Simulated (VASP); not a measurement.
Wanted: the native input for a VASP 6.6.1 run.

- Task: single point
- Functional: PBE
- Potentials or basis: VASP PAW PBE potentials, release 64 (Pb_d, O)
- Cutoff: 520 eV
- k mesh: 35 × 35 × 35
- Occupations: fermi-dirac, width 0.0612256 eV
- Spin: no spin polarisation
- Dipole correction: no
- Further INCAR settings: ALGO = Normal; EDIFF = 1e-06; NBANDS = 20

The structure of PbO2 (fluorite type) lies in POSCAR:

```
PbO2
1.0
    0.0000000000      2.6688891139      2.6688891139
    2.6688891139      0.0000000000      2.6688891139
    2.6688891139      2.6688891139      0.0000000000
Pb O
1 2
Direct
    0.0000000000      0.0000000000      0.0000000000
    0.2500000000      0.2500000000      0.2500000000
    0.7500000000      0.7500000000      0.7500000000
```

These files were run (other wordings do the same):

INCAR

```
PREC = Accurate
ENCUT = 520
EDIFF = 1E-6
ISMEAR = -1
SIGMA = 0.06122561905347299
LREAL = False
LASPH = True
NELM = 100
ALGO = Normal
ISIF = 2
LWAVE = False
LCHARG = True
GGA = PE
LELF = True
LVHAR = True
NBANDS = 20
```

KPOINTS

```
Automatic mesh
0
Gamma
  35 35 35
```

Potentials or basis: VASP PAW PBE potentials, release 64 (Pb_d, O).

The run is started by

```bash
$ cat potpaw_PBE.64/Pb_d/POTCAR potpaw_PBE.64/O/POTCAR > POTCAR
$ mpirun -np 1 vasp_std > vasp.out
```

It gave:

```json
{
  "Pressure": "6.0 GPa",
  "Band gap on the k mesh": "zero (bands 13 and 14 overlap by 1.29 eV)"
}
```

Caveat: the cell stands under pressure; spin-orbit coupling is left out, which moves the levels of the heavy elements.

It took 19 min on 1 thread of Intel Xeon 8259CL (shared host), peak memory 0.8 GiB.
